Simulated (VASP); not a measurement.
## H8CO6: single point with PBE+D3(BJ)

System: H8CO6.

```
CELL_PARAMETERS angstrom
6.22996 0.00000 0.00000
0.00000 6.22996 0.00000
0.00000 0.00000 6.22996
ATOMIC_POSITIONS crystal
O 0.41175 0.68808 0.41790
O 0.01234 0.22710 0.57816
O 0.75008 0.76923 0.66479
O 0.25408 0.06353 0.22231
O 0.78079 0.35101 0.96208
O 0.12172 0.49549 0.00733
H 0.38182 0.56069 0.34169
H 0.37418 0.81476 0.34206
H 0.07724 0.35404 0.49803
H 0.92417 0.28319 0.69694
H 0.64663 0.68797 0.58320
H 0.70206 0.91938 0.68018
H 0.29763 0.99613 0.07512
H 0.11249 0.01151 0.25247
C 0.95010 0.41540 0.01254
```

```yaml
Program: VASP 6.6.1
Task: single point
Functional: PBE
Dispersion: D3(BJ)
Potentials_or_basis: VASP PAW PBE potentials, release 64 (O, H, C)
Cutoff: 520 eV
k_mesh: 1 × 1 × 1
Occupations: fermi-dirac, width 0.05 eV
Spin: no spin polarisation
Dipole_correction: no
Further_INCAR_settings: ALGO = Normal; EDIFF = 1e-06; NBANDS = 37
```

| Quantity | Value |
| --- | --- |
| Pressure | -0.1 GPa |
| Largest force | 3.183 eV/Å |
| Dispersion energy per atom | -0.026 eV |

Forces on the atoms (eV/Å):
```
O    0.795 -0.686  1.939
O    0.548  1.174 -0.831
O    1.228  0.782  1.112
O    1.697 -0.886 -2.543
O   -1.078 -0.843  0.869
O   -0.229 -0.170  1.232
H   -0.395 -0.869 -1.129
H   -0.567  1.189 -0.925
H   -0.894 -1.294  1.320
H    0.305  0.024 -0.920
H   -0.941  0.397 -0.450
H    0.010 -1.022 -0.432
H   -0.926  1.172  2.189
H   -0.849 -0.325  0.237
C    1.296  1.358 -1.667
```

Stress tensor (GPa, compression positive):
```
 1.22  0.63  2.13
 0.63 -0.70 -0.02
 2.13 -0.02 -0.93
```

Levels at points of the mesh, in eV from the Fermi level:
| k point | band 22 | band 23 | band 24 | band 25 | band 26 | band 27 |
| --- | --- | --- | --- | --- | --- | --- |
| (0.00, 0.00, 0.00) | -2.05 | -1.95 | -1.19 | 2.25 | 3.71 | 4.33 |

Wall time 18 s on 1 thread of Intel(R) Xeon(R) Platinum 8488C (Sapphire Rapids) (shared host), peak memory 0.32 GiB.

Caveat: the k points lie up to 1.01 Å⁻¹ apart, too coarse for converged energies, forces and pressures; the atoms stand as in a frame of molecular dynamics.
